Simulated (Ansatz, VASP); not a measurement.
**NbFe2N3 in VASP and in Ansatz**

```xyz
6
Lattice="2.8570 0.0000 0.0000 0.0000 4.0930 3.4209 0.0000 -4.0930 3.4209" Properties=species:S:1:pos:R:3 pbc="T T T"
Nb    1.4285    0.0000    1.5361
Fe    0.0000   -1.7147    3.1583
Fe    0.0000    1.7147    3.1583
N     0.0000    0.0000    3.2526
N     0.0000   -2.4972    4.7066
N     0.0000    2.4972    4.7066
```

Change from the starting cell: the structure that the rattled cell fell into.

Alike in both runs: functional PBE; k mesh 6 × 4 × 4; occupations gaussian, width 0.1 eV; no spin polarisation.

Ansatz relaxed the structure, and its values are those at the end. VASP's run is a single point on that final structure, the one shown.

|  | VASP | Ansatz |
| --- | --- | --- |
| version | VASP 6.6.1 | Ansatz 0.2.0 |
| potentials or method | VASP PAW PBE potentials, release 64 (Nb_sv, Fe, N), cutoff 520 eV | scalar-relativistic, plane waves, PAW |
| valence electrons in the cell | 44 | 60 |

```tsv
	VASP	Ansatz	Ansatz less VASP
gap on the k mesh at the Fermi level (eV)	none	none	-
pressure (GPa)	1.0	-0.1	-1.04
rms of the force components (eV/Å)	0.085	0.009	-0.0765
```

A gap of «none» marks a metal or a gap that the smearing closes. VASP's potentials hold 44 valence electrons a cell and Ansatz's 60, so a difference there can come from the potentials and not from the codes.

The k mesh is coarse, so the values compare programs but aren't converged.
